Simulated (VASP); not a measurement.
A run of VASP 6.6.1 is set up as follows.

File INCAR:

```
SYSTEM = BiS
ALGO = Normal
EDIFF = 1E-6
ENCUT = 520
GGA = PE
ISIF = 2
ISMEAR = 0
LASPH = .TRUE.
LCHARG = .TRUE.
LELF = .TRUE.
LREAL = .FALSE.
LVHAR = .TRUE.
LWAVE = .FALSE.
NBANDS = 18
NELM = 100
PREC = Accurate
SIGMA = 0.011
```

Contents of KPOINTS:

```
k-points
0
G
  8 8 8
  0 0 0
```

Contents of POSCAR:

```
BiS
1.0
    2.1092708700      1.2177881000      3.5004874800
   -2.1092708700      1.2177881000      3.5004874800
    0.0000000000     -2.4355762100      3.5004874800
Bi S
1 1
Direct
    0.0000000000      0.0000000000      0.0000000000
    0.5000000000      0.5000000000      0.5000000000
```

Potentials or basis: VASP PAW PBE potentials, release 64 (Bi_d, S).

Launch:

```bash
$ cat potpaw_PBE.64/Bi_d/POTCAR potpaw_PBE.64/S/POTCAR > POTCAR
$ mpirun -np 1 vasp_std > vasp.out
```

**Question.** What does it give for the pressure?

**Answer.** -1.4 GPa.

Stress tensor (GPa, compression positive):
```
-1.68  0.00  0.00
 0.00 -1.68  0.00
 0.00  0.00 -0.89
```
